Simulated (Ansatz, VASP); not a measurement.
In in VASP and in Ansatz

```
In
1.0
    -1.64822    1.69734    2.52498
     1.69734   -1.64822    2.52498
     1.60436    1.60436   -2.49270
In
1
Direct
  0.00000 0.00000 0.00000
```

Alike in both runs: task single point; functional PBE; k mesh 11 × 11 × 14; occupations gaussian, width 0.03 eV; no spin polarisation.

|  | VASP | Ansatz |
| --- | --- | --- |
| version | VASP 6.6.1 | Ansatz 0.2.0 |
| potentials or method | VASP PAW PBE potentials, release 64 (In_d), cutoff 520 eV | plane waves (420 eV) with PAW, scalar-relativistic |
| valence electrons in the cell | 13 | 13 |

```csv
,VASP,Ansatz,Ansatz less VASP
pressure (GPa),0.0,0.0,+0.05
"traceless stress, the component that is largest in VASP (GPa)",-0.30,-0.30,0.000
```
